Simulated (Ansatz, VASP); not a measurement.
**Li: VASP beside Ansatz**

```
Li
1.0
     3.01767    0.00000    0.00000
    -1.50884    2.61338    0.00000
     0.00000    0.00000    5.09300
Li
2
Direct
  0.33333 0.66667 0.25000
  0.66667 0.33333 0.75000
```

Change from the starting cell: equal xx and yy strain of -3 %, crystal datasets.

Alike in both runs: task electric field gradients; functional PBE; k mesh 15 × 15 × 8; occupations fermi-dirac, width 0.08 eV; no spin polarisation.

|  | VASP | Ansatz |
| --- | --- | --- |
| version | VASP 6.6.1 | Ansatz 0.2.0 |
| potentials or method | VASP PAW PBE potentials, release 64 (Li_sv), cutoff 520 eV | all-electron PAW with datasets made for the crystal, scalar-relativistic |

|  | VASP | Ansatz | Ansatz less VASP |
| --- | --- | --- | --- |
| size of Vzz on the site where it differs most (V/Å²) | 0.2 | 0.1 | -0.03 |

Ansatz ran all-electron here, and VASP with PAW potentials.

Noted on VASP's run: the cutoff is short for stress, so the pressure is rough.
